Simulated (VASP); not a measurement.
Here is a VASP 6.6.1 calculation.

File INCAR:

```
SYSTEM = AlN
ALGO     = Normal         ! electronic algorithm
EDIFF    = 1E-6           ! SCF threshold, eV
ENCUT    = 520            ! plane-wave cutoff, eV
GGA      = CA             ! functional
ISIF     = 2              ! what is computed and relaxed
ISMEAR   = 0              ! smearing method
LASPH    = .True.         ! aspherical terms in the spheres
LCHARG   = .False.        ! write CHGCAR
LREAL    = .False.        ! projectors in reciprocal space
LWAVE    = .False.        ! write WAVECAR
NBANDS   = 16             ! bands
NELM     = 100            ! most SCF steps
PREC     = Accurate       ! precision mode
SIGMA    = 0.05           ! smearing width, eV
```

The input KPOINTS:

```
k-points
0
Gamma
  8 8 6
  0 0 0
```

POSCAR

```
AlN
1.0
    0.0000000000     -2.0390123106     -2.0390123106
    0.0000000000      2.0390123106     -2.0390123106
    4.0780246211      0.0000000000      0.0000000000
Al N
2 2
Direct
    0.5000000000      0.5000000000      0.0000000000
    0.0000000000      0.0000000000      0.5000000000
    0.5000000000      0.5000000000      0.5000000000
    0.0000000000      1.0000000000      0.0000000000
```

Potentials or basis: VASP PAW LDA potentials, release 64 (Al, N).

The run is started by

```sh
$ cat potpaw_LDA.64/Al/POTCAR potpaw_LDA.64/N/POTCAR > POTCAR
$ mpirun -np 1 vasp_std > vasp.out
```

Q: Estimate the band gap on the k mesh.

A: 4.22 eV.

Q: What does it give for the pressure?

A: -12.0 GPa.

Caveat: the cell differs from its parent crystal (the cell strained); the cell stands under tension. A k mesh can miss the band edges.
